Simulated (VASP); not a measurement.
RbCl (rocksalt type):

```
Rb Cl
1.0
     0.00000    3.32082    3.32082
     3.32082    0.00000    3.32082
     3.32082    3.32082    0.00000
Rb Cl
1 1
Direct
  0.00000 0.00000 0.00000
  0.50000 0.50000 0.50000
```

This cell differs from its parent crystal: volume scaled by 0.975.

Base run:

* Program: VASP 6.6.1
* Functional: PBE
* Potentials or basis: VASP PAW PBE potentials, release 64 (Rb_sv, Cl)
* Cutoff: 400 eV
* k mesh: 10 × 10 × 10
* Occupations: fermi-dirac, width 0.05 eV
* Spin: no spin polarisation

Its results: band gap on the k mesh 4.91 eV, direct; pressure 0.4 GPa.

Question: The run is repeated on the same cell with these changes: functional from PBE to RPBE. What comes out?

Answer: Band gap on the k mesh 5.25 eV, direct; pressure 1.8 GPa.

RPBE binds less tightly than PBE, so the same cell stands under more pressure.

Caveats: the PAW data sets were made with another functional, which shifts forces and pressure a little (some runs).

A k mesh can miss the band edges.
